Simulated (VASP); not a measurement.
# Si32Ag (a cell with a defect) in VASP: single point with PBE

Aim: the single point of Si32Ag (a cell with a defect) with PBE.

Everything below comes from runs of VASP 6.6.1. Logs are shortened: lines on timing, memory, paths and dates and some standing lists are left out, and cuts for length are marked.

### Step 1. The cell of the first run

The cell holds a defect, 33 atoms: a = 9.474 Å, b = 9.474 Å, c = 9.474 Å, α = 109.47°, β = 109.47°, γ = 109.47°.

### Step 2. Single point, PBE

INCAR reads:

```
SYSTEM = Si32Ag
PREC = Accurate ; ENCUT = 520
EDIFF = 1E-7 ; ISMEAR = 0
SIGMA = 0.02 ; LREAL = Auto
LASPH = .TRUE. ; NELM = 60
ALGO = Normal ; ISIF = 2
LWAVE = .FALSE. ; LCHARG = .FALSE.
GGA = PE ; NELECT = 138.0
NBANDS = 92
```

KPOINTS reads:

```
Automatic mesh
0
Gamma
  2 2 2
  0.5 0.5 0.5
```

POSCAR reads:

```
Si32Ag
1.0
   -5.4700937627     -5.4700937627      5.4700937627
    5.4700937627     -5.4700937627     -5.4700937627
    5.4700937627      5.4700937627      5.4700937627
Si Ag
32 1
Direct
    0.2476872534      0.7473966037      0.7466058494
   -0.0000103289      0.7287280937     -0.0081398056
    0.4921975960      0.4922442131      0.7436234508
    0.2526347920      0.5003746953     -0.0007492559
   -0.0000180070      0.5078117708      0.2514027290
    0.7490888050      0.7491318573      0.2512934073
    0.4996393332      0.7523406688      0.4988936421
   -0.0000178242      0.0000337289      0.7507048651
    0.7473474272      0.2477399947      0.7466059408
    0.5003312774      0.2526875333     -0.0007587621
    0.2713591511      0.2713596996      0.2631951229
   -0.0000128883      0.2509496289      0.5022053769
    0.7522970681      0.4996978331      0.4989123804
    0.7286111853     -0.0000093234     -0.0081840462
    0.5077605834      0.0000284273      0.2514111384
    0.2508891181      0.0000303468      0.5021937684
    0.2514481579      0.7518144438      0.5009410476
   -0.0000086836      0.7469465200      0.7473036437
    0.5131038190      0.5131549150      0.5112075992
    0.2482039722      0.4997248893      0.7491703393
   -0.0000057586      0.4869466805     -0.0019049948
    0.7350283513      0.7350497404     -0.0059770456
    0.5003066892      0.7485634941      0.2494712265
   -0.0000103289      0.0000424124      0.4990089052
    0.7517648103      0.2515006250      0.5009447953
    0.4996686745      0.2482448307      0.7491520580
    0.2530820421      0.2531243631      0.0003942346
    0.0000102375      0.2650217826      0.2590209714
    0.7485190707      0.5003524837      0.2494821038
    0.7468833584      0.0000338203      0.7472926749
    0.4868794971      0.0000451546     -0.0018985963
    0.2649376890      0.0000318093      0.2589851402
   -0.0000446062      0.0000986272      0.0819723609
```

Potentials or basis: VASP PAW PBE potentials, release 64 (Si, Ag).

The run is started by

```
cat potpaw_PBE.64/Si/POTCAR potpaw_PBE.64/Ag/POTCAR > POTCAR
mpirun -np 1 vasp_std > vasp.out
```

OUTCAR:

```text
SYSTEM = Si32Ag
   PREC = Accurate
   ENCUT = 520
   EDIFF = 1E-7
   ISMEAR = 0
   LREAL = Auto
   LASPH = .TRUE.
   NELM = 60
   ISIF = 2
   GGA = PE
   NELECT = 138.0

 ion  position               nearest neighbor table
   1  0.248  0.747  0.747-  18 2.35  31 2.35  17 2.35  20 2.36
   2  1.000  0.729  0.992-  21 2.31  18 2.38  33 2.42  22 2.54  32 2.54
   3  0.492  0.492  0.744-  22 2.33  19 2.34  26 2.35  20 2.35
   4  0.253  0.500  0.999-  27 2.35  21 2.35  20 2.35  23 2.36
   5  1.000  0.508  0.251-  28 2.33  21 2.34  17 2.35  29 2.35
   6  0.749  0.749  0.251-  23 2.35  29 2.35  22 2.35  24 2.37
   7  0.500  0.752  0.499-  30 2.35  19 2.35  23 2.35  17 2.36
   8  1.000  0.000  0.751-  24 2.38  18 2.39  27 2.39  30 2.39  33 3.14
   9  0.747  0.248  0.747-  30 2.35  21 2.35  25 2.35  26 2.36
  10  0.500  0.253  0.999-  27 2.35  31 2.35  26 2.35  29 2.36
  11  0.271  0.271  0.263-  19 2.31  27 2.38  33 2.42  32 2.54  28 2.54
  12  1.000  0.251  0.502-  20 2.35  25 2.35  28 2.35  24 2.37
  13  0.752  0.500  0.499-  18 2.35  19 2.35  29 2.35  25 2.36
  14  0.729  1.000  0.992-  31 2.31  30 2.38  33 2.42  22 2.54  28 2.54
  15  0.508  0.000  0.251-  32 2.33  31 2.34  23 2.35  25 2.35
  16  0.251  0.000  0.502-  26 2.35  17 2.35  32 2.35  24 2.37
  17  0.251  0.752  0.501-  16 2.35   5 2.35   1 2.35   7 2.36
  18  1.000  0.747  0.747-  13 2.35   1 2.35   2 2.38   8 2.39  33 3.28
  19  0.513  0.513  0.511-  11 2.31   3 2.34  13 2.35   7 2.35
  20  0.248  0.500  0.749-  12 2.35   3 2.35   4 2.35   1 2.36
  21  1.000  0.487  0.998-   2 2.31   5 2.34   4 2.35   9 2.35
  22  0.735  0.735  0.994-   3 2.33   6 2.35  33 2.51   2 2.54  14 2.54
  23  0.500  0.749  0.249-   6 2.35  15 2.35   7 2.35   4 2.36
  24  1.000  0.000  0.499-  16 2.37   6 2.37  12 2.37   8 2.38
  25  0.752  0.252  0.501-  12 2.35  15 2.35   9 2.35  13 2.36
  26  0.500  0.248  0.749-  16 2.35   3 2.35  10 2.35   9 2.36
  27  0.253  0.253  0.000-  10 2.35   4 2.35  11 2.38   8 2.39  33 3.28
  28  0.000  0.265  0.259-   5 2.33  12 2.35  33 2.51  11 2.54  14 2.54
  29  0.749  0.500  0.249-   6 2.35   5 2.35  13 2.35  10 2.36
  30  0.747  0.000  0.747-   7 2.35   9 2.35  14 2.38   8 2.39  33 3.28
  31  0.487  0.000  0.998-  14 2.31  15 2.34  10 2.35   1 2.35
  32  0.265  0.000  0.259-  15 2.33  16 2.35  33 2.51  11 2.54   2 2.54
  33  1.000  0.000  0.082-  14 2.42  11 2.42   2 2.42  28 2.51  22 2.51  32 2.51   8 3.14  30 3.28
                            27 3.28  18 3.28

  LATTYP: Found a body centered cubic cell.
 ALAT       =    10.9401875254

  Lattice vectors:

 A1 = (  -5.4700937627,  -5.4700937627,   5.4700937627)
 A2 = (   5.4700937627,  -5.4700937627,  -5.4700937627)
 A3 = (   5.4700937627,   5.4700937627,   5.4700937627)

Analysis of symmetry for initial positions (statically):
=====================================================================
 Subroutine PRICEL returns:
 Original cell was already a primitive cell.

 Routine SETGRP: Setting up the symmetry group for a
 body centered cubic supercell.

 Subroutine GETGRP returns: Found  1 space group operations
 (whereof  1 operations were pure point group operations)
 out of a pool of 48 trial point group operations.

The static configuration has the point symmetry C_1 .

Analysis of symmetry for dynamics (positions and initial velocities):
=====================================================================
 Subroutine PRICEL returns:
 Original cell was already a primitive cell.

 Routine SETGRP: Setting up the symmetry group for a
 body centered cubic supercell.

 Subroutine GETGRP returns: Found  1 space group operations
 (whereof  1 operations were pure point group operations)
 out of a pool of 48 trial point group operations.

The dynamic configuration has the point symmetry C_1 .

 Subroutine INISYM returns: Found  1 space group operations
 (whereof  1 operations are pure point group operations),
 and found     1 'primitive' translations

----------------------------------------------------------------------------------------

                                     Primitive cell

  volume of cell :     654.7030

  direct lattice vectors                    reciprocal lattice vectors
    -5.470093763 -5.470093763  5.470093763     0.000000000 -0.091406111  0.091406111
     5.470093763 -5.470093763 -5.470093763     0.091406111 -0.091406111  0.000000000
     5.470093763  5.470093763  5.470093763     0.091406111  0.000000000  0.091406111

  length of vectors
     9.474480319  9.474480319  9.474480319     0.129267762  0.129267762  0.129267762

  position of ions in fractional coordinates (direct lattice)
     0.247687253  0.747396604  0.746605849
     0.999989671  0.728728094  0.991860194
     0.492197596  0.492244213  0.743623451
     0.252634792  0.500374695  0.999250744
     0.999981993  0.507811771  0.251402729
     0.749088805  0.749131857  0.251293407
[... 25 lines left out ...]
     0.264937689  0.000031809  0.258985140
     0.999955394  0.000098627  0.081972361

  ion indices of the primitive-cell ions
   primitive index   ion index
                 1           1
                 2           2
                 3           3
                 4           4
                 5           5
                 6           6
[... 25 lines left out ...]
                32          32
                33          33

----------------------------------------------------------------------------------------

 KPOINTS: Automatic mesh

Automatic generation of k-mesh.
 Grid dimensions read from file:
 generate k-points for:    2    2    2

 Generating k-lattice:

  Cartesian coordinates                     Fractional coordinates (reciprocal lattice)
     0.000000000 -0.045703056  0.045703056     0.500000000  0.000000000  0.000000000
     0.045703056 -0.045703056  0.000000000     0.000000000  0.500000000  0.000000000
     0.045703056  0.000000000  0.045703056     0.000000000  0.000000000  0.500000000

  Length of vectors
     0.064633881  0.064633881  0.064633881

  Shift w.r.t. Gamma in fractional coordinates (k-lattice)
     0.500000000  0.500000000  0.500000000

 Subroutine IBZKPT returns following result:
 ===========================================

 Found      4 irreducible k-points:

 Following reciprocal coordinates:
            Coordinates               Weight
  0.250000  0.250000  0.250000      2.000000
 -0.250000  0.250000  0.250000      2.000000
  0.250000 -0.250000  0.250000      2.000000
  0.250000  0.250000 -0.250000      2.000000
   k-points           NKPTS =      4   k-points in BZ     NKDIM =      4   number of bands    NBANDS=     92
   number of dos      NEDOS =    301   number of ions     NIONS =     33
   total plane-waves  NPLWV = 343000
   dimension x,y,z NGX =    70 NGY =   70 NGZ =   70
   dimension x,y,z NGXF=   140 NGYF=  140 NGZF=  140
   ions per type =              32   1
   NGX,Y,Z   is equivalent  to a cutoff of  12.28, 12.28, 12.28 a.u.
   NGXF,Y,Z  is equivalent  to a cutoff of  24.57, 24.57, 24.57 a.u.
 SYSTEM =  Si32Ag
   PREC   = accura    normal or accurate (medium, high low for compatibility)
   ISTART =      0    job   : 0-new  1-cont  2-samecut
   ICHARG =      2    charge: 1-file 2-atom 10-const
   ISPIN  =      1    spin polarized calculation?
   LNONCOLLINEAR =      F non collinear calculations
   LSORBIT =      F    spin-orbit coupling
   LASPH  =      T    aspherical Exc in radial PAW
   ENCUT  =  520.0 eV  38.22 Ry    6.18 a.u.  17.62 17.62 17.62*2*pi/ulx,y,z
   NELM   =     60;   NELMIN=  2; NELMDL= -5     # of ELM steps
   EDIFF  = 0.1E-06   stopping-criterion for ELM
   LREAL  =      T    real-space projection
   EDIFFG = 0.1E-05   stopping-criterion for IOM
   NSW    =      0    number of steps for IOM
   IBRION =     -1    ionic relax: 0-MD 1-quasi-New 2-CG
   NFREE  =      0    steps in history (QN), initial steepest desc. (CG)
   ISIF   =      2    stress and relaxation
   ISYM   =      2    0-nonsym 1-usesym 2-fastsym
   POTIM  = 0.5000    time-step for ionic-motion
   TEBEG  =    0.0;   TEEND  =   0.0 temperature during run
   PSTRESS=    0.0 pullay stress
   NELECT =     138.0000    total number of electrons
   NUPDOWN=      -1.0000    fix difference up-down
   EMIN   =  10.00;   EMAX   =-10.00  energy-range for DOS
   EFERMI =   0.00;   METHOD = LEGACY
   ISMEAR =     0;   SIGMA  =   0.02  broadening in eV -4-tet -1-fermi 0-gaus
   EFERMI_NEDOS =   21; number of points for ismear=-14 and -15
   IALGO  =     38    algorithm
   IMIX   =      4    mixing-type and parameters
     AMIX     =   0.40;   BMIX     =  1.00
     AMIX_MAG =   1.60;   BMIX_MAG =  1.00
  volume/ion in A,a.u.               =      19.84       133.88
  Fermi-wavevector in a.u.,A,eV,Ry     =   0.974286  1.841133 12.915100  0.949233
  Thomas-Fermi vector in A             =   2.104733
   LORBIT       =      0    0 simple, 1 ext, 2 COOP (PROOUT), +10 PAW based schemes
   GGA     = PE    functional components
   LHFCALC =     F    Hartree Fock is set to
   AEXX    =    0.0000 exact exchange contribution
   IVDW    =     0    specifies the selected vdW correction
   LEPSILON=     F    determine dielectric tensor
   LRPA    =     F    only Hartree local field effects (RPA)
 non-spin polarized calculation
 Gauss-broadening in eV      SIGMA  =   0.02
  energy-cutoff  :      520.00
  volume of cell :      654.70
 maximum number of plane-waves:     17628
 NGX is ok and might be reduce to    70
   NGX = 35   NGY = 35   NGZ = 35

 number of electron     138.0000004 magnetization

 Free energy of the ion-electron system (eV)
  ---------------------------------------------------
  ext. energy  EPLUGINS =         0.00000000
  ---------------------------------------------------
  free energy    TOTEN  =      -180.01151585 eV

  energy without entropy =     -180.01151585  energy(sigma->0) =     -180.01151585

 E-fermi :   5.5297     XC(G=0):  -9.4709

 val. band max:        5.4337480571   @ k =   0.2500   0.2500   0.2500
 cond. band min:       6.4896651483   @ k =   0.2500  -0.2500   0.2500
 fundamental gap:      1.0559170911
 Fermi energy:         5.5296897334

 k-point     1 :       0.2500    0.2500    0.2500
  band No.  band energies     occupation
      1      -5.3161      2.00000
      2      -5.1750      2.00000
      3      -5.1749      2.00000
      4      -5.1329      2.00000
      5      -3.5106      2.00000
      6      -3.4604      2.00000
[... 73 lines left out ...]
     80       7.5805      0.00000
     81       7.5806      0.00000

 k-point     2 :      -0.2500    0.2500    0.2500
  band No.  band energies     occupation
      1      -5.7254      2.00000
      2      -4.7671      2.00000
      3      -4.6841      2.00000
      4      -4.6413      2.00000
      5      -4.6318      2.00000
      6      -3.9005      2.00000
[... 73 lines left out ...]
     80       8.2509      0.00000
     81       8.2727      0.00000

 k-point     3 :       0.2500   -0.2500    0.2500
  band No.  band energies     occupation
      1      -5.7254      2.00000
      2      -4.7672      2.00000
      3      -4.6840      2.00000
      4      -4.6412      2.00000
      5      -4.6319      2.00000
      6      -3.9005      2.00000
[... 73 lines left out ...]
     80       8.2509      0.00000
     81       8.2727      0.00000

 k-point     4 :       0.2500    0.2500   -0.2500
  band No.  band energies     occupation
      1      -5.7254      2.00000
      2      -4.7672      2.00000
      3      -4.6840      2.00000
      4      -4.6412      2.00000
      5      -4.6319      2.00000
      6      -3.9005      2.00000
[... 73 lines left out ...]
     80       8.2510      0.00000
     81       8.2727      0.00000
 [bands above 81 left out]

------------------------ aborting loop because EDIFF is reached ----------------------------------------

  FORCE on cell =-STRESS in cart. coord.  units (eV):
  Direction    XX          YY          ZZ          XY          YZ          ZX
  --------------------------------------------------------------------------------------
  -------------------------------------------------------------------------------------
  Total       -0.2960899     -0.2990161     -0.2974679     -1.5897673     -1.5923842     -1.5920186
  in kB       -0.7245858     -0.7317468     -0.7279580     -3.8904499     -3.8968540     -3.8959593
  external PRESSURE =      -0.7280969 kB  Pullay stress =       0.0000000 kB

 VOLUME and BASIS-vectors are now :
 -----------------------------------------------------------------------------
  energy-cutoff  :      520.00
  volume of cell :      654.70
      direct lattice vectors                 reciprocal lattice vectors
    -5.470093763 -5.470093763  5.470093763     0.000000000 -0.091406111  0.091406111
     5.470093763 -5.470093763 -5.470093763     0.091406111 -0.091406111  0.000000000
     5.470093763  5.470093763  5.470093763     0.091406111  0.000000000  0.091406111

 POSITION                                       TOTAL-FORCE (eV/Angst)
 -----------------------------------------------------------------------------------
      6.81746     -1.35920      1.35055        -0.000327      0.005205      0.003280
      3.94174     -4.03068      6.90939         0.009879      0.022803      0.022872
      4.06794     -1.31730      4.06744         0.025529     -0.011604      0.025759
      6.82116      1.34696      4.11083         0.003305     -0.000287      0.004896
     -1.31702     -6.87258      4.06741        -0.011174      0.025445      0.025594
      1.37483     -6.82081      1.37436         0.007860     -0.002446      0.008313
[... 25 lines left out ...]
     -0.03239     -0.03273      2.86573         0.031728      0.031529     -0.035816
     -5.02091     -5.02199      5.91771        -0.232524     -0.229259     -0.227250
 -----------------------------------------------------------------------------------
    total drift:                               -0.001582     -0.003396     -0.005252

  FREE ENERGIE OF THE ION-ELECTRON SYSTEM (eV)
  ---------------------------------------------------
  free  energy   TOTEN  =      -180.0115158541 eV

  energy  without entropy=     -180.0115158541  energy(sigma->0) =     -180.01151585
```

It took 9.1 min on 1 thread of Intel Xeon Platinum 8488C (Sapphire Rapids), shared host; peak memory 0.73 GiB.

Results:

* Free energy: -180.0115 eV
* Largest force: 0.398 eV/Å

Forces in eV/Å, atoms in the order of the input:
```
Si   0.000  0.005  0.003
Si   0.010  0.023  0.023
Si   0.026 -0.012  0.026
Si   0.003  0.000  0.005
Si  -0.011  0.025  0.026
Si   0.008 -0.002  0.008
Si   0.005  0.003 -0.001
Si   0.006  0.006  0.006
Si   0.003  0.005  0.000
Si   0.005  0.000  0.003
Si   0.024  0.010  0.022
Si  -0.002  0.008  0.009
Si   0.000  0.003  0.005
Si   0.024  0.023  0.010
Si   0.026  0.025 -0.011
Si   0.008  0.008 -0.003
Si   0.002  0.004 -0.001
Si  -0.007  0.014  0.014
Si   0.018 -0.004  0.019
Si  -0.001  0.002  0.004
Si  -0.004  0.019  0.018
Si   0.032 -0.035  0.031
Si   0.004 -0.001  0.002
Si   0.007  0.007  0.007
Si  -0.001  0.004  0.002
Si   0.004  0.002 -0.001
Si   0.014 -0.007  0.014
Si  -0.035  0.032  0.031
Si   0.002 -0.001  0.004
Si   0.014  0.014 -0.007
Si   0.018  0.019 -0.004
Si   0.032  0.032 -0.036
Ag  -0.233 -0.229 -0.227
```

Caveat: the cell carries a net charge on a neutralising background, which shifts energy and pressure; the cell is charged against a uniform background, so pressure and absolute levels hang on convention.
